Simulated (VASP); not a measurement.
# NaF (R3m) in VASP: single point with r2SCAN

Aim: the single point of NaF with r2SCAN.

Everything below comes from runs of VASP 6.6.1. Logs are shortened: lines on timing, memory, paths and dates and some standing lists are left out, and cuts for length are marked.

## (1) The cell of the first run

The structure is trigonal, space group R3m (No. 160). The conventional cell has a = 3.740 Å, b = 3.740 Å, c = 8.353 Å, α = 90.00°, β = 90.00°, γ = 120.00°. Within 2.9 Å of Na (site symmetry 3m) lie 4 F at 2.21 to 2.23 Å. F (site symmetry 3m) has 4 Na at 2.21 to 2.23 Å within 2.9 Å.

## (2) Single point, r2SCAN (epitaxial 111 strain +4.5%)

Contents of POSCAR:

```
NaF
1.0
   -0.1554742633      2.4889344877      2.4889344877
    2.4889344877     -0.1554742633      2.4889344877
    2.4889344877      2.4889344877     -0.1554742633
Na F
1 1
Direct
   -0.0072222377     -0.0072222377     -0.0072222377
    0.2572222377      0.2572222377      0.2572222377
```

Contents of INCAR.step1:

```
  PREC = Accurate
  ENCUT = 520
  ISMEAR = 0
  SIGMA = 0.01
  LREAL = F
  LASPH = T
  NELM = 60
  NBANDS = 14
  GGA = PE
  ALGO = Normal
  EDIFF = 1E-4
  LWAVE = T
  LCHARG = F
```

Contents of INCAR.step2:

```
  PREC = Accurate
  ENCUT = 520
  EDIFF = 1E-6
  ISMEAR = 0
  SIGMA = 0.01
  LREAL = F
  LASPH = T
  NELM = 60
  ALGO = Normal
  ISIF = 2
  LWAVE = F
  LCHARG = F
  METAGGA = R2SCAN
  LMIXTAU = T
  NBANDS = 14
  ISTART = 1
```

Contents of KPOINTS:

```
Automatic mesh
0
Gamma
  8 8 8
```

Potentials or basis: VASP PAW PBE potentials, release 64 (Na_pv, F).

Command:

```bash
$ cat potpaw_PBE.64/Na_pv/POTCAR potpaw_PBE.64/F/POTCAR > POTCAR
$ cp INCAR.step1 INCAR
$ mpirun -np 1 vasp_std > vasp.out
$ cp INCAR.step2 INCAR
$ mpirun -np 1 vasp_std > vasp.out
```

OUTCAR:

```text
PREC = Accurate
   ENCUT = 520
   EDIFF = 1E-6
   ISMEAR = 0
   LREAL = F
   LASPH = T
   NELM = 60
   ISIF = 2
   METAGGA = R2SCAN
   ISTART = 1

 ion  position               nearest neighbor table
   1  0.993  0.993  0.993-   2 2.21   2 2.23   2 2.23   2 2.23
   2  0.257  0.257  0.257-   1 2.21   1 2.23   1 2.23   1 2.23

  LATTYP: Found a trigonal (rhomboedric) cell.
 ALAT       =     3.5233169052
 COS(alpha) =     0.4366818347

  Lattice vectors:

 A1 = (  -0.1554742633,   2.4889344877,   2.4889344877)
 A2 = (   2.4889344877,  -0.1554742633,   2.4889344877)
 A3 = (   2.4889344877,   2.4889344877,  -0.1554742633)

Analysis of symmetry for initial positions (statically):
=====================================================================
 Subroutine PRICEL returns:
 Original cell was already a primitive cell.

 Routine SETGRP: Setting up the symmetry group for a
 trigonal (rhombohedral) supercell.

 Subroutine GETGRP returns: Found  6 space group operations
 (whereof  6 operations were pure point group operations)
 out of a pool of 12 trial point group operations.

The static configuration has the point symmetry C_3v.

Analysis of symmetry for dynamics (positions and initial velocities):
=====================================================================
 Subroutine PRICEL returns:
 Original cell was already a primitive cell.

 Routine SETGRP: Setting up the symmetry group for a
 trigonal (rhombohedral) supercell.

 Subroutine GETGRP returns: Found  6 space group operations
 (whereof  6 operations were pure point group operations)
 out of a pool of 12 trial point group operations.

The dynamic configuration has the point symmetry C_3v.

 Subroutine INISYM returns: Found  6 space group operations
 (whereof  6 operations are pure point group operations),
 and found     1 'primitive' translations

----------------------------------------------------------------------------------------

                                     Primitive cell

  volume of cell :      33.7225

  direct lattice vectors                    reciprocal lattice vectors
    -0.155474263  2.488934488  2.488934488    -0.182982292  0.195174073  0.195174073
     2.488934488 -0.155474263  2.488934488     0.195174073 -0.182982292  0.195174073
     2.488934488  2.488934488 -0.155474263     0.195174073  0.195174073 -0.182982292

  length of vectors
     3.523316905  3.523316905  3.523316905     0.331162130  0.331162130  0.331162130

  position of ions in fractional coordinates (direct lattice)
     0.992777762  0.992777762  0.992777762
     0.257222238  0.257222238  0.257222238

  ion indices of the primitive-cell ions
   primitive index   ion index
                 1           1
                 2           2

----------------------------------------------------------------------------------------

 KPOINTS: Automatic mesh

Automatic generation of k-mesh.
 Grid dimensions read from file:
 generate k-points for:    8    8    8

 Generating k-lattice:

  Cartesian coordinates                     Fractional coordinates (reciprocal lattice)
    -0.022872786  0.024396759  0.024396759     0.125000000 -0.000000000 -0.000000000
     0.024396759 -0.022872786  0.024396759    -0.000000000  0.125000000 -0.000000000
     0.024396759  0.024396759 -0.022872786    -0.000000000 -0.000000000  0.125000000

  Length of vectors
     0.041395266  0.041395266  0.041395266

  Shift w.r.t. Gamma in fractional coordinates (k-lattice)
     0.000000000  0.000000000  0.000000000

 Subroutine IBZKPT returns following result:
 ===========================================

 Found     65 irreducible k-points:

 Following reciprocal coordinates:
            Coordinates               Weight
  0.000000  0.000000  0.000000      1.000000
  0.125000  0.000000  0.000000      6.000000
  0.250000  0.000000  0.000000      6.000000
  0.375000 -0.000000 -0.000000      6.000000
  0.500000  0.000000  0.000000      3.000000
  0.125000  0.125000  0.000000      6.000000
[... 16 lines left out ...]
  0.250000  0.125000  0.125000      6.000000
  0.375000  0.125000  0.125000      6.000000
 [... further k-points ...]
   k-points           NKPTS =     65   k-points in BZ     NKDIM =     65   number of bands    NBANDS=     14
   number of dos      NEDOS =    301   number of ions     NIONS =      2
   total plane-waves  NPLWV =  21952
   dimension x,y,z NGX =    28 NGY =   28 NGZ =   28
   dimension x,y,z NGXF=    56 NGYF=   56 NGZF=   56
   ions per type =               1   1
   NGX,Y,Z   is equivalent  to a cutoff of  13.21, 13.21, 13.21 a.u.
   NGXF,Y,Z  is equivalent  to a cutoff of  26.42, 26.42, 26.42 a.u.
 SYSTEM =  unknown system
   PREC   = accura    normal or accurate (medium, high low for compatibility)
   ISTART =      1    job   : 0-new  1-cont  2-samecut
   ICHARG =      0    charge: 1-file 2-atom 10-const
   ISPIN  =      1    spin polarized calculation?
   LNONCOLLINEAR =      F non collinear calculations
   LSORBIT =      F    spin-orbit coupling
   LASPH  =      T    aspherical Exc in radial PAW
   ENCUT  =  520.0 eV  38.22 Ry    6.18 a.u.   6.55  6.55  6.55*2*pi/ulx,y,z
   NELM   =     60;   NELMIN=  2; NELMDL=  0     # of ELM steps
   EDIFF  = 0.1E-05   stopping-criterion for ELM
   LREAL  =      F    real-space projection
   EDIFFG = 0.1E-04   stopping-criterion for IOM
   NSW    =      0    number of steps for IOM
   IBRION =     -1    ionic relax: 0-MD 1-quasi-New 2-CG
   NFREE  =      0    steps in history (QN), initial steepest desc. (CG)
   ISIF   =      2    stress and relaxation
   ISYM   =      2    0-nonsym 1-usesym 2-fastsym
   POTIM  = 0.5000    time-step for ionic-motion
   TEBEG  =    0.0;   TEEND  =   0.0 temperature during run
   PSTRESS=    0.0 pullay stress
   NELECT =      14.0000    total number of electrons
   NUPDOWN=      -1.0000    fix difference up-down
   EMIN   =  10.00;   EMAX   =-10.00  energy-range for DOS
   EFERMI =   0.00;   METHOD = LEGACY
   ISMEAR =     0;   SIGMA  =   0.01  broadening in eV -4-tet -1-fermi 0-gaus
   EFERMI_NEDOS =   21; number of points for ismear=-14 and -15
   IALGO  =     38    algorithm
   IMIX   =      4    mixing-type and parameters
     AMIX     =   0.40;   BMIX     =  1.00
     AMIX_MAG =   1.60;   BMIX_MAG =  1.00
  volume/ion in A,a.u.               =      16.86       113.79
  Fermi-wavevector in a.u.,A,eV,Ry     =   1.221268  2.307861 20.293018  1.491495
  Thomas-Fermi vector in A             =   2.356456
   LORBIT       =      0    0 simple, 1 ext, 2 COOP (PROOUT), +10 PAW based schemes
   METAGGA = R2SCAN    functional components
   LHFCALC =     F    Hartree Fock is set to
   AEXX    =    0.0000 exact exchange contribution
   IVDW    =     0    specifies the selected vdW correction
   LEPSILON=     F    determine dielectric tensor
   LRPA    =     F    only Hartree local field effects (RPA)
 non-spin polarized calculation
 Gauss-broadening in eV      SIGMA  =   0.01
  energy-cutoff  :      520.00
  volume of cell :       33.72
 maximum number of plane-waves:       920
 NGX is ok and might be reduce to    28
   NGX = 13   NGY = 13   NGZ = 13

 number of electron      13.9999989 magnetization

 Free energy of the ion-electron system (eV)
  ---------------------------------------------------
  ext. energy  EPLUGINS =         0.00000000
  ---------------------------------------------------
  free energy    TOTEN  =       -12.29747620 eV

  energy without entropy =      -12.29747620  energy(sigma->0) =      -12.29747620

 E-fermi :  -3.8834     XC(G=0):  -8.0559

 val. band max:       -3.9526485630   @ k =   0.0000   0.0000   0.0000
 cond. band min:       2.0516999050   @ k =   0.0000   0.0000   0.0000
 fundamental gap:      6.0043484680
 Fermi energy:        -3.8833832202

 k-point     1 :       0.0000    0.0000    0.0000
  band No.  band energies     occupation
      1     -23.9278      2.00000
      2     -23.6745      2.00000
      3     -23.6745      2.00000
      4     -23.6567      2.00000
      5      -4.1042      2.00000
      6      -4.1042      2.00000
      7      -3.9526      2.00000
      8       2.0517      0.00000
      9      15.3432      0.00000
     10      15.3432      0.00000
     11      16.6147      0.00000
     12      16.6147      0.00000
     13      17.1658      0.00000
     14      17.9862      0.00000

 k-point     2 :       0.1250    0.0000    0.0000
  band No.  band energies     occupation
      1     -24.0551      2.00000
      2     -23.6858      2.00000
      3     -23.6754      2.00000
      4     -23.5127      2.00000
      5      -4.2320      2.00000
      6      -4.1029      2.00000
      7      -3.9725      2.00000
      8       2.4428      0.00000
      9      13.5503      0.00000
     10      14.8910      0.00000
     11      16.1459      0.00000
     12      16.6956      0.00000
     13      16.9269      0.00000
     14      18.4721      0.00000

 k-point     3 :       0.2500    0.0000    0.0000
  band No.  band energies     occupation
      1     -24.2263      2.00000
      2     -23.6897      2.00000
      3     -23.6777      2.00000
      4     -23.3245      2.00000
      5      -4.5194      2.00000
      6      -4.0999      2.00000
      7      -3.9964      2.00000
      8       3.4681      0.00000
      9      11.0497      0.00000
     10      14.0576      0.00000
     11      15.4061      0.00000
     12      16.7024      0.00000
     13      17.1747      0.00000
     14      18.7133      0.00000

 k-point     4 :       0.3750   -0.0000   -0.0000
  band No.  band energies     occupation
      1     -24.3432      2.00000
      2     -23.6929      2.00000
      3     -23.6800      2.00000
      4     -23.1912      2.00000
      5      -4.7652      2.00000
      6      -4.0969      2.00000
      7      -4.0151      2.00000
      8       4.8716      0.00000
      9       8.8014      0.00000
     10      13.4407      0.00000
     11      14.8812      0.00000
     12      16.6742      0.00000
     13      17.7766      0.00000
     14      19.1572      0.00000

 k-point     5 :       0.5000    0.0000    0.0000
  band No.  band energies     occupation
      1     -24.3840      2.00000
      2     -23.6942      2.00000
      3     -23.6809      2.00000
      4     -23.1436      2.00000
      5      -4.8570      2.00000
      6      -4.0957      2.00000
      7      -4.0225      2.00000
      8       6.1018      0.00000
      9       7.2997      0.00000
     10      13.2226      0.00000
     11      14.6998      0.00000
[... 276 lines left out ...]
 k-point    22 :       0.1250    0.1250    0.1250
  band No.  band energies     occupation
      1     -24.0368      2.00000
      2     -23.6765      2.00000
      3     -23.6765      2.00000
      4     -23.5404      2.00000
      5      -4.1154      2.00000
      6      -4.1154      2.00000
      7      -4.1138      2.00000
      8       2.5052      0.00000
      9      14.8719      0.00000
     10      14.8719      0.00000
     11      14.9918      0.00000
     12      16.5568      0.00000
     13      16.5568      0.00000
     14      17.4294      0.00000

 k-point    23 :       0.2500    0.1250    0.1250
  band No.  band energies     occupation
      1     -24.1492      2.00000
      2     -23.6865      2.00000
      3     -23.6768      2.00000
      4     -23.4117      2.00000
      5      -4.3595      2.00000
      6      -4.1019      2.00000
      7      -4.0889      2.00000
      8       3.1273      0.00000
      9      12.5793      0.00000
     10      14.3958      0.00000
     11      14.6939      0.00000
     12      16.0288      0.00000
     13      17.4064      0.00000
     14      18.6378      0.00000

 k-point    24 :       0.3750    0.1250    0.1250
  band No.  band energies     occupation
      1     -24.2838      2.00000
      2     -23.6961      2.00000
      3     -23.6791      2.00000
      4     -23.2543      2.00000
      5      -4.6208      2.00000
      6      -4.1023      2.00000
      7      -4.0990      2.00000
      8       4.2655      0.00000
      9      10.2342      0.00000
     10      13.6760      0.00000
     11      13.8145      0.00000
     12      16.8842      0.00000
     13      17.7700      0.00000
     14      19.0183      0.00000

 [... further k-points ...]

------------------------ aborting loop because EDIFF is reached ----------------------------------------

  FORCE on cell =-STRESS in cart. coord.  units (eV):
  Direction    XX          YY          ZZ          XY          YZ          ZX
  --------------------------------------------------------------------------------------
  -------------------------------------------------------------------------------------
  Total       -0.4144466     -0.4144466     -0.4144466      0.1731483      0.1731483      0.1731483
  in kB      -19.6906153    -19.6906153    -19.6906153      8.2263822      8.2263822      8.2263822
  external PRESSURE =     -19.6906153 kB  Pullay stress =       0.0000000 kB

 VOLUME and BASIS-vectors are now :
 -----------------------------------------------------------------------------
  energy-cutoff  :      520.00
  volume of cell :       33.72
      direct lattice vectors                 reciprocal lattice vectors
    -0.155474263  2.488934488  2.488934488    -0.182982292  0.195174073  0.195174073
     2.488934488 -0.155474263  2.488934488     0.195174073 -0.182982292  0.195174073
     2.488934488  2.488934488 -0.155474263     0.195174073  0.195174073 -0.182982292

 POSITION                                       TOTAL-FORCE (eV/Angst)
 -----------------------------------------------------------------------------------
      4.78757      4.78757      4.78757        -0.007239     -0.007239     -0.007239
      1.24043      1.24043      1.24043         0.007239      0.007239      0.007239
 -----------------------------------------------------------------------------------
    total drift:                               -0.017158     -0.017158     -0.017158

  FREE ENERGIE OF THE ION-ELECTRON SYSTEM (eV)
  ---------------------------------------------------
  free  energy   TOTEN  =       -12.2974762039 eV

  energy  without entropy=      -12.2974762039  energy(sigma->0) =      -12.29747620
```

Run time: 2.7 min. Hardware: 1 thread of AMD EPYC 7R43 (Zen 3), shared host; peak memory 0.13 GiB.

Results:

| Item | Value |
| --- | --- |
| Free energy | -12.2975 eV |
| Pressure | -2.0 GPa |
| Largest force | 0.013 eV/Å |
| Band gap on the k mesh | 6.00 eV, direct |

Forces in eV/Å, atoms in the order of the input:
```
Na  -0.007 -0.007 -0.007
F    0.007  0.007  0.007
```

Stress tensor (GPa, compression positive):
```
-1.97  0.82  0.82
 0.82 -1.97  0.82
 0.82  0.82 -1.97
```

Caveat: the cell differs from its parent crystal (epitaxial 111 strain +4.5%); the PAW data sets were made with another functional, which shifts forces and pressure a little.
